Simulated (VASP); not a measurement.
# Bi (P6/mmm) in VASP: a series of runs

Runs on Bi. Level: PBE. Tasks: single point.

All numbers are computed with VASP 6.6.1; they aren't measurements. Logs are shortened: lines on timing, memory, paths and dates and some standing lists are left out, and cuts for length are marked.

### Step 1. The cell of the first run

Symmetry: P6/mmm, No. 191, hexagonal system. The conventional cell has a = 3.043 Å, b = 3.043 Å, c = 2.889 Å, α = 90.00°, β = 90.00°, γ = 120.00°. Bi (site symmetry 6/mmm) has 8 Bi at 2.89 to 3.04 Å within 3.8 Å.

### Step 2. Single point, PBE

File INCAR:

```
SYSTEM = Bi
PREC = Accurate
ENCUT = 520
EDIFF = 1E-7
ISMEAR = -1
SIGMA = 0.1
LREAL = .False.
LASPH = .True.
NELM = 80
ALGO = Normal
ISIF = 2
LWAVE = .False.
LCHARG = .False.
GGA = PE
NBANDS = 14
```

File KPOINTS:

```
Automatic mesh
0
Gamma
  15 15 13
  0 0 0
```

File POSCAR:

```
Bi
1.0
    3.0432153789      0.0000000000      0.0000000000
   -1.5216076895      2.6355018273      0.0000000000
    0.0000000000      0.0000000000      2.8889874559
Bi
1
Direct
    0.0000000000      0.0000000000      0.0000000000
```

Potentials or basis: VASP PAW PBE potentials, release 64 (Bi_d).

Started as:

```console
> cat potpaw_PBE.64/Bi_d/POTCAR > POTCAR
> mpirun -np 1 vasp_std > vasp.out
```

OUTCAR:

```text
SYSTEM = Bi
   PREC = Accurate
   ENCUT = 520
   EDIFF = 1E-7
   ISMEAR = -1
   LREAL = .False.
   LASPH = .True.
   NELM = 80
   ISIF = 2
   GGA = PE

 ion  position               nearest neighbor table
   1  0.000  0.000  0.000-

  LATTYP: Found a hexagonal cell.
 ALAT       =     3.0432153789
 C/A-ratio  =     0.9493207336

  Lattice vectors:

 A1 = (   3.0432153789,   0.0000000000,   0.0000000000)
 A2 = (  -1.5216076895,   2.6355018273,   0.0000000000)
 A3 = (   0.0000000000,   0.0000000000,   2.8889874559)

Analysis of symmetry for initial positions (statically):
=====================================================================
 Subroutine PRICEL returns:
 Original cell was already a primitive cell.

 Routine SETGRP: Setting up the symmetry group for a
 hexagonal supercell.

 Subroutine GETGRP returns: Found 24 space group operations
 (whereof 24 operations were pure point group operations)
 out of a pool of 24 trial point group operations.

The static configuration has the point symmetry D_6h.

Analysis of symmetry for dynamics (positions and initial velocities):
=====================================================================
 Subroutine PRICEL returns:
 Original cell was already a primitive cell.

 Routine SETGRP: Setting up the symmetry group for a
 hexagonal supercell.

 Subroutine GETGRP returns: Found 24 space group operations
 (whereof 24 operations were pure point group operations)
 out of a pool of 24 trial point group operations.

The dynamic configuration has the point symmetry D_6h.

 Subroutine INISYM returns: Found 24 space group operations
 (whereof 24 operations are pure point group operations),
 and found     1 'primitive' translations

----------------------------------------------------------------------------------------

                                     Primitive cell

  volume of cell :      23.1708

  direct lattice vectors                    reciprocal lattice vectors
     3.043215379  0.000000000  0.000000000     0.328599812  0.189717190  0.000000000
    -1.521607689  2.635501827  0.000000000     0.000000000  0.379434379  0.000000000
     0.000000000  0.000000000  2.888987456     0.000000000  0.000000000  0.346142036

  length of vectors
     3.043215379  3.043215379  2.888987456     0.379434379  0.379434379  0.346142036

  position of ions in fractional coordinates (direct lattice)
     0.000000000  0.000000000  0.000000000

[... 76 lines left out ...]
   LREAL  =      F    real-space projection
   EDIFFG = 0.1E-05   stopping-criterion for IOM
   NSW    =      0    number of steps for IOM
   IBRION =     -1    ionic relax: 0-MD 1-quasi-New 2-CG
   NFREE  =      0    steps in history (QN), initial steepest desc. (CG)
   ISIF   =      2    stress and relaxation
   ISYM   =      2    0-nonsym 1-usesym 2-fastsym
   POTIM  = 0.5000    time-step for ionic-motion
   TEBEG  =    0.0;   TEEND  =   0.0 temperature during run
   PSTRESS=    0.0 pullay stress
   NELECT =      15.0000    total number of electrons
   NUPDOWN=      -1.0000    fix difference up-down
   EMIN   =  10.00;   EMAX   =-10.00  energy-range for DOS
   EFERMI =   0.00;   METHOD = LEGACY
   ISMEAR =    -1;   SIGMA  =   0.10  broadening in eV -4-tet -1-fermi 0-gaus
   EFERMI_NEDOS =   21; number of points for ismear=-14 and -15
   IALGO  =     38    algorithm
   IMIX   =      4    mixing-type and parameters
     AMIX     =   0.40;   BMIX     =  1.00
     AMIX_MAG =   1.60;   BMIX_MAG =  1.00
  volume/ion in A,a.u.               =      23.17       156.36
  Fermi-wavevector in a.u.,A,eV,Ry     =   1.416200  2.676231 27.288163  2.005623
  Thomas-Fermi vector in A             =   2.537560
   LORBIT       =      0    0 simple, 1 ext, 2 COOP (PROOUT), +10 PAW based schemes
   GGA     = PE    functional components
   LHFCALC =     F    Hartree Fock is set to
   AEXX    =    0.0000 exact exchange contribution
   IVDW    =     0    specifies the selected vdW correction
   LEPSILON=     F    determine dielectric tensor
   LRPA    =     F    only Hartree local field effects (RPA)
 non-spin polarized calculation
  energy-cutoff  :      520.00
  volume of cell :       23.17
 maximum number of plane-waves:       637
 NGX is ok and might be reduce to    24
   NGX = 11   NGY = 11   NGZ = 11

 number of electron      14.9999995 magnetization

 Free energy of the ion-electron system (eV)
  ---------------------------------------------------
  ext. energy  EPLUGINS =         0.00000000
  ---------------------------------------------------
  free energy    TOTEN  =        -2.81185197 eV

  energy without entropy =       -2.79746772  energy(sigma->0) =       -2.80465984

 E-fermi :  12.3226     XC(G=0): -11.7091

 val. band max:       12.2709505529   @ k =   0.0000   0.0000   0.1538
 cond. band min:      12.3683895045   @ k =   0.3333   0.2000   0.3846
 fundamental gap:      0.0974389516
 Fermi energy:        12.3225800280

 k-point     1 :       0.0000    0.0000    0.0000
  band No.  band energies     occupation
      1     -11.7559      2.00000
      2     -11.2936      2.00000
      3     -11.2936      2.00000
      4     -10.8262      2.00000
      5     -10.8262      2.00000
      6      -4.1134      2.00000
      7      15.9080      0.00000
      8      18.5172      0.00000
      9      18.5172      0.00000
     10      20.7603      0.00000
     11      21.1649      0.00000
     12      23.8728      0.00000
     13      24.8174      0.00000
     14      24.8174      0.00000
[... 377 lines left out ...]
      1     -11.5265      2.00000
      2     -11.2314      2.00000
      3     -11.0218      2.00000
      4     -10.9275      2.00000
      5     -10.9071      2.00000
      6       0.9351      2.00000
      7       5.5949      2.00000
      8       9.7791      2.00000
      9      21.1078      0.00000
     10      23.0795      0.00000
     11      23.9778      0.00000
     12      25.7217      0.00000
     13      26.7293      0.00000
     14      27.9477      0.00000

 [... further k-points ...]
[... 5 lines left out ...]
  --------------------------------------------------------------------------------------
  -------------------------------------------------------------------------------------
  Total        6.3496460      6.3496460      6.3484440     -0.0000000      0.0000000      0.0000000
  in kB      439.0544975    439.0544975    438.9713841     -0.0000000      0.0000000      0.0000000
  external PRESSURE =     439.0267930 kB  Pullay stress =       0.0000000 kB

 VOLUME and BASIS-vectors are now :
 -----------------------------------------------------------------------------
  energy-cutoff  :      520.00
  volume of cell :       23.17
      direct lattice vectors                 reciprocal lattice vectors
     3.043215379  0.000000000  0.000000000     0.328599812  0.189717190  0.000000000
    -1.521607689  2.635501827  0.000000000     0.000000000  0.379434379  0.000000000
     0.000000000  0.000000000  2.888987456     0.000000000  0.000000000  0.346142036

 POSITION                                       TOTAL-FORCE (eV/Angst)
 -----------------------------------------------------------------------------------
      0.00000      0.00000      0.00000         0.000000      0.000000      0.000000
 -----------------------------------------------------------------------------------
    total drift:                                0.000000      0.000000      0.000000

  FREE ENERGIE OF THE ION-ELECTRON SYSTEM (eV)
  ---------------------------------------------------
  free  energy   TOTEN  =        -2.8118519662 eV

  energy  without entropy=       -2.7974677154  energy(sigma->0) =       -2.80465984
```

OSZICAR:

```text
N       E                     dE             d eps       ncg     rms          rms(c)
DAV:   1     0.114680042011E+03    0.11468E+03   -0.77489E+03  5374   0.136E+03
DAV:   2     0.335009132122E+01   -0.11133E+03   -0.10727E+03  5736   0.351E+02
DAV:   3    -0.270012747254E+01   -0.60502E+01   -0.60225E+01  6540   0.787E+01
DAV:   4    -0.282632082336E+01   -0.12619E+00   -0.12616E+00  6590   0.116E+01
DAV:   5    -0.283137427739E+01   -0.50535E-02   -0.50533E-02  7398   0.220E+00    0.903E-01
DAV:   6    -0.281873209292E+01    0.12642E-01   -0.52122E-03  7470   0.993E-01    0.511E-01
DAV:   7    -0.281189777375E+01    0.68343E-02   -0.43225E-03  7682   0.978E-01    0.668E-02
DAV:   8    -0.281186032657E+01    0.37447E-04   -0.33815E-04  6878   0.271E-01    0.782E-03
DAV:   9    -0.281185334670E+01    0.69799E-05   -0.16528E-05  6952   0.686E-02    0.564E-03
DAV:  10    -0.281185197360E+01    0.13731E-05   -0.14597E-06  8048   0.117E-02    0.910E-04
DAV:  11    -0.281185196621E+01    0.73971E-08   -0.36281E-08  4962   0.219E-03
   1 F= -.28118520E+01 E0= -.28046598E+01  d E =-.143843E-01
```

It used 55 s of CPU time on 1 thread of Intel Xeon 8259CL, on a shared host.

What came out:

| Quantity | Value |
| --- | --- |
| Free energy | -2.8119 eV |
| Pressure | 43.9 GPa |

Caveat: spin-orbit coupling is left out, which moves the levels of the heavy elements.

### Step 3. Single point, PBE

File INCAR:

```
  PREC = Accurate
  ENCUT = 520
  EDIFF = 1E-6
  ISMEAR = -1
  SIGMA = 0.1
  LREAL = F
  LASPH = T
  NELM = 80
  ALGO = Normal
  ISIF = 2
  LWAVE = F
  LCHARG = F
  GGA = PE
  NBANDS = 14
```

File KPOINTS:

```
Automatic mesh
0
Gamma
  15 15 13
```

File POSCAR:

```
Bi
1.0
    3.0433633811      0.0000000000      0.0000000000
   -1.5216816905      2.6356300010      0.0000000000
    0.0000000000      0.0000000000      2.8891292804
Bi
1
Direct
    0.0000000000      0.0000000000      0.0000000000
```

Potentials or basis: VASP PAW PBE potentials, release 64 (Bi_d).

Started as:

```console
> cat potpaw_PBE.64/Bi_d/POTCAR > POTCAR
> mpirun -np 1 vasp_std > vasp.out
```

It took 1.7 min on 1 thread of Intel Xeon 8259CL, shared host; peak memory 0.18 GiB.

The run converged. Its results:

- Free energy: -2.8128 eV
- Pressure: 43.9 GPa

Levels at points of the mesh, in eV from the Fermi level:
```csv
k point,band 5,band 6,band 7,band 8,band 9,band 10
"(0.00, 0.00, 0.00)",-23.15,-16.43,3.59,6.19,6.19,8.44
```

Caveat: spin-orbit coupling is left out, which moves the levels of the heavy elements.
